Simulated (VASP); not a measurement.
# Cs2SnI6 (Fm-3m) in VASP: a series of runs, part 2 of 2

VASP 6.6.1.

### Step 4. Single point, PBE

This run uses another cell than the first one, of 43.67 Å³/atom, 0.901 times its volume.

Contents of INCAR:

```
PREC     = Accurate       # precision mode
ENCUT    = 500            # plane-wave cutoff, eV
EDIFF    = 1E-6           # SCF threshold, eV
ISMEAR   = 0              # smearing method
SIGMA    = 0.05           # smearing width, eV
LREAL    = F              # projectors in reciprocal space
LASPH    = T              # aspherical terms in the spheres
NELM     = 120            # most SCF steps
ALGO     = Normal         # electronic algorithm
ISIF     = 2              # what is computed and relaxed
LWAVE    = F              # write WAVECAR
LCHARG   = F              # write CHGCAR
GGA      = PE             # functional
NBANDS   = 47             # bands
GGA_COMPAT= F
```

Contents of KPOINTS:

```
Automatic mesh
0
Gamma
  4 4 4
```

Contents of POSCAR:

```
Cs2SnI6
1.0
    0.0000000000      5.8138000000      5.8138000000
    5.8138000000      0.0000000000      5.8138000000
    5.8138000000      5.8138000000      0.0000000000
Cs Sn I
2 1 6
Direct
    0.2500000000      0.2500000000      0.2500000000
    0.7500000000      0.7500000000      0.7500000000
    0.0000000000      0.0000000000      0.0000000000
    0.7509778109      0.2490221891      0.2490221891
    0.2490221891      0.7509778109      0.2490221891
    0.2490221891      0.7509778109      0.7509778109
    0.7509778109      0.2490221891      0.7509778109
    0.2490221891      0.2490221891      0.7509778109
    0.7509778109      0.7509778109      0.2490221891
```

Potentials or basis: VASP PAW PBE potentials, release 64 (Cs_sv, Sn_d, I).

Run with:

```bash
$ cat potpaw_PBE.64/Cs_sv/POTCAR potpaw_PBE.64/Sn_d/POTCAR potpaw_PBE.64/I/POTCAR > POTCAR
$ mpirun -np 1 vasp_std > vasp.out
```

OUTCAR:

```text
PREC = Accurate
   ENCUT = 500
   EDIFF = 1E-6
   ISMEAR = 0
   LREAL = F
   LASPH = T
   NELM = 120
   ISIF = 2
   GGA = PE

 ion  position               nearest neighbor table
   1  0.250  0.250  0.250-
   2  0.750  0.750  0.750-
   3  0.000  0.000  0.000-   4 2.90   5 2.90   6 2.90   7 2.90   8 2.90   9 2.90
   4  0.751  0.249  0.249-   3 2.90
   5  0.249  0.751  0.249-   3 2.90
   6  0.249  0.751  0.751-   3 2.90
   7  0.751  0.249  0.751-   3 2.90
   8  0.249  0.249  0.751-   3 2.90
   9  0.751  0.751  0.249-   3 2.90

  LATTYP: Found a face centered cubic cell.
 ALAT       =    11.6276000000

  Lattice vectors:

 A1 = (   0.0000000000,   5.8138000000,   5.8138000000)
 A2 = (   5.8138000000,   0.0000000000,   5.8138000000)
 A3 = (   5.8138000000,   5.8138000000,   0.0000000000)

Analysis of symmetry for initial positions (statically):
=====================================================================
 Subroutine PRICEL returns:
 Original cell was already a primitive cell.

 Routine SETGRP: Setting up the symmetry group for a
 face centered cubic supercell.

 Subroutine GETGRP returns: Found 48 space group operations
 (whereof 48 operations were pure point group operations)
 out of a pool of 48 trial point group operations.

The static configuration has the point symmetry O_h .

Analysis of symmetry for dynamics (positions and initial velocities):
=====================================================================
 Subroutine PRICEL returns:
 Original cell was already a primitive cell.

 Routine SETGRP: Setting up the symmetry group for a
 face centered cubic supercell.

 Subroutine GETGRP returns: Found 48 space group operations
 (whereof 48 operations were pure point group operations)
 out of a pool of 48 trial point group operations.

The dynamic configuration has the point symmetry O_h .

 Subroutine INISYM returns: Found 48 space group operations
 (whereof 48 operations are pure point group operations),
 and found     1 'primitive' translations

----------------------------------------------------------------------------------------

                                     Primitive cell

  volume of cell :     393.0160

  direct lattice vectors                    reciprocal lattice vectors
     0.000000000  5.813800000  5.813800000    -0.086002270  0.086002270  0.086002270
     5.813800000  0.000000000  5.813800000     0.086002270 -0.086002270  0.086002270
     5.813800000  5.813800000  0.000000000     0.086002270  0.086002270 -0.086002270

  length of vectors
     8.221954809  8.221954809  8.221954809     0.148960302  0.148960302  0.148960302

  position of ions in fractional coordinates (direct lattice)
     0.250000000  0.250000000  0.250000000
     0.750000000  0.750000000  0.750000000
     0.000000000  0.000000000  0.000000000
     0.750977811  0.249022189  0.249022189
     0.249022189  0.750977811  0.249022189
     0.249022189  0.750977811  0.750977811
     0.750977811  0.249022189  0.750977811
[... 41 lines left out ...]
 Following reciprocal coordinates:
            Coordinates               Weight
  0.000000  0.000000  0.000000      1.000000
  0.250000  0.000000  0.000000      8.000000
  0.500000  0.000000  0.000000      4.000000
  0.250000  0.250000  0.000000      6.000000
  0.500000  0.250000  0.000000     24.000000
 -0.250000  0.250000  0.000000     12.000000
  0.500000  0.500000  0.000000      3.000000
 -0.250000  0.500000  0.250000      6.000000
   k-points           NKPTS =      8   k-points in BZ     NKDIM =      8   number of bands    NBANDS=     47
   number of dos      NEDOS =    301   number of ions     NIONS =      9
   total plane-waves  NPLWV = 216000
   dimension x,y,z NGX =    60 NGY =   60 NGZ =   60
   dimension x,y,z NGXF=   120 NGYF=  120 NGZF=  120
   ions per type =               2   1   6
   NGX,Y,Z   is equivalent  to a cutoff of  12.13, 12.13, 12.13 a.u.
   NGXF,Y,Z  is equivalent  to a cutoff of  24.26, 24.26, 24.26 a.u.
 SYSTEM =  unknown system
   PREC   = accura    normal or accurate (medium, high low for compatibility)
   ISTART =      0    job   : 0-new  1-cont  2-samecut
   ICHARG =      2    charge: 1-file 2-atom 10-const
   ISPIN  =      1    spin polarized calculation?
   LNONCOLLINEAR =      F non collinear calculations
   LSORBIT =      F    spin-orbit coupling
   LASPH  =      T    aspherical Exc in radial PAW
   ENCUT  =  500.0 eV  36.75 Ry    6.06 a.u.  14.99 14.99 14.99*2*pi/ulx,y,z
   NELM   =    120;   NELMIN=  2; NELMDL= -5     # of ELM steps
   EDIFF  = 0.1E-05   stopping-criterion for ELM
   LREAL  =      F    real-space projection
   EDIFFG = 0.1E-04   stopping-criterion for IOM
   NSW    =      0    number of steps for IOM
   IBRION =     -1    ionic relax: 0-MD 1-quasi-New 2-CG
   NFREE  =      0    steps in history (QN), initial steepest desc. (CG)
   ISIF   =      2    stress and relaxation
   ISYM   =      2    0-nonsym 1-usesym 2-fastsym
   POTIM  = 0.5000    time-step for ionic-motion
   TEBEG  =    0.0;   TEEND  =   0.0 temperature during run
   PSTRESS=    0.0 pullay stress
   NELECT =      74.0000    total number of electrons
   NUPDOWN=      -1.0000    fix difference up-down
   EMIN   =  10.00;   EMAX   =-10.00  energy-range for DOS
   EFERMI =   0.00;   METHOD = LEGACY
   ISMEAR =     0;   SIGMA  =   0.05  broadening in eV -4-tet -1-fermi 0-gaus
   EFERMI_NEDOS =   21; number of points for ismear=-14 and -15
   IALGO  =     38    algorithm
   IMIX   =      4    mixing-type and parameters
     AMIX     =   0.40;   BMIX     =  1.00
     AMIX_MAG =   1.60;   BMIX_MAG =  1.00
  volume/ion in A,a.u.               =      43.67       294.69
  Fermi-wavevector in a.u.,A,eV,Ry     =   0.938315  1.773158 11.979046  0.880435
  Thomas-Fermi vector in A             =   2.065514
   LORBIT       =      0    0 simple, 1 ext, 2 COOP (PROOUT), +10 PAW based schemes
   GGA     = PE    functional components
   LHFCALC =     F    Hartree Fock is set to
   AEXX    =    0.0000 exact exchange contribution
   IVDW    =     0    specifies the selected vdW correction
   LEPSILON=     F    determine dielectric tensor
   LRPA    =     F    only Hartree local field effects (RPA)
 non-spin polarized calculation
 Gauss-broadening in eV      SIGMA  =   0.05
  energy-cutoff  :      500.00
  volume of cell :      393.02
 maximum number of plane-waves:     10012
   NGX = 29   NGY = 29   NGZ = 29

 number of electron      73.9999992 magnetization

 Free energy of the ion-electron system (eV)
  ---------------------------------------------------
  ext. energy  EPLUGINS =         0.00000000
  ---------------------------------------------------
  free energy    TOTEN  =       -22.85363710 eV

  energy without entropy =      -22.85168540  energy(sigma->0) =      -22.85266125

 E-fermi :   1.9702     XC(G=0):  -7.9669

 val. band max:        1.9343385971   @ k =   0.0000   0.0000   0.0000
 cond. band min:       2.4755571099   @ k =   0.2500   0.0000   0.0000
 fundamental gap:      0.5412185128
 Fermi energy:         1.9702218723

 k-point     1 :       0.0000    0.0000    0.0000
  band No.  band energies     occupation
      1     -19.4831      2.00000
      2     -19.4831      2.00000
      3     -19.4372      2.00000
      4     -19.4372      2.00000
      5     -19.4372      2.00000
      6     -18.4861      2.00000
[... 389 lines left out ...]
     46       8.1040      0.00000
     47       8.2345      0.00000

------------------------ aborting loop because EDIFF is reached ----------------------------------------

  FORCE on cell =-STRESS in cart. coord.  units (eV):
  Direction    XX          YY          ZZ          XY          YZ          ZX
  --------------------------------------------------------------------------------------
  -------------------------------------------------------------------------------------
  Total        2.5547856      2.5547856      2.5547856     -0.0000000      0.0000000     -0.0000000
  in kB       10.4148922     10.4148922     10.4148922     -0.0000000      0.0000000     -0.0000000
  external PRESSURE =      10.4148922 kB  Pullay stress =       0.0000000 kB

 VOLUME and BASIS-vectors are now :
 -----------------------------------------------------------------------------
  energy-cutoff  :      500.00
  volume of cell :      393.02
      direct lattice vectors                 reciprocal lattice vectors
     0.000000000  5.813800000  5.813800000    -0.086002270  0.086002270  0.086002270
     5.813800000  0.000000000  5.813800000     0.086002270 -0.086002270  0.086002270
     5.813800000  5.813800000  0.000000000     0.086002270  0.086002270 -0.086002270

 POSITION                                       TOTAL-FORCE (eV/Angst)
 -----------------------------------------------------------------------------------
      2.90690      2.90690      2.90690         0.000000      0.000000      0.000000
      8.72070      8.72070      8.72070        -0.000000     -0.000000     -0.000000
      0.00000      0.00000      0.00000        -0.000000      0.000000      0.000000
      2.89553      5.81380      5.81380        -0.003004      0.000000      0.000000
      5.81380      2.89553      5.81380        -0.000000     -0.003004      0.000000
      8.73207      5.81380      5.81380         0.003004      0.000000      0.000000
      5.81380      8.73207      5.81380        -0.000000      0.003004      0.000000
      5.81380      5.81380      2.89553        -0.000000      0.000000     -0.003004
      5.81380      5.81380      8.73207        -0.000000      0.000000      0.003004
 -----------------------------------------------------------------------------------
    total drift:                               -0.000000     -0.000000     -0.000000

  FREE ENERGIE OF THE ION-ELECTRON SYSTEM (eV)
  ---------------------------------------------------
  free  energy   TOTEN  =       -22.8536371039 eV

  energy  without entropy=      -22.8516853956  energy(sigma->0) =      -22.85266125
```

It took 95 s on 1 thread of Intel Xeon 6975P-C (Granite Rapids), shared host; peak memory 0.56 GiB.

What came out:

```
Free energy            : -22.8536 eV
Pressure               : 1.0 GPa
Largest force          : 0.003 eV/Å
Band gap on the k mesh : zero (filled and empty bands touch)
```

Forces in eV/Å, atoms in the order of the input:
```
Cs   0.000  0.000  0.000
Cs   0.000  0.000  0.000
Sn   0.000  0.000  0.000
I   -0.003  0.000  0.000
I    0.000 -0.003  0.000
I    0.003  0.000  0.000
I    0.000  0.003  0.000
I    0.000  0.000 -0.003
I    0.000  0.000  0.003
```

Caveat: spin-orbit coupling is left out, which moves the levels of the heavy elements.

### Step 5. Overview

```csv
task,cell,gap on the mesh (eV),pressure (GPa)
single point,"a = 8.513 Å, angles 60.0°, 9 atoms",0.26,0.0
relaxation of cell and atoms,"relaxed from a = 8.222 Å, angles 60.0°, 9 atoms",0.27,0.0
single point,"a = 8.222 Å, angles 60.0°, 9 atoms",none,1.0
```

Alike in all rows: level PBE; potentials or basis VASP PAW PBE potentials, release 64 (Cs_sv, Sn_d, I); no spin polarisation; k mesh 4 × 4 × 4; cutoff (eV) 500; smearing gaussian 0.05 eV.

Caveats: spin-orbit coupling is left out, which moves the levels of the heavy elements; the volume moved by +11 % from the deposited cell, more than functionals usually miss (some runs).

Absolute energies hang on the potentials; compare differences alone.

### Step 6. How close it comes

Step 2. Measured gap of Cs2SnI6: 1.3 eV (optical; powder; “Changes in charge density vs changes in formal oxidation states: The case of Sn halide perovskites and their ordered vacancy analogues”, 2017, arxiv:1705.01565). This calculation gives 0.26 eV (-1.04 eV). So large a miss can be the level of theory's own, or it may mean another phase, state or a wrong row. Spin-orbit coupling on Cs, I, Sn is left out. The value is that of PBE on a finite k mesh, which can miss the band edges, without temperature or zero-point motion. Semilocal functionals fall short of measured gaps as a rule.
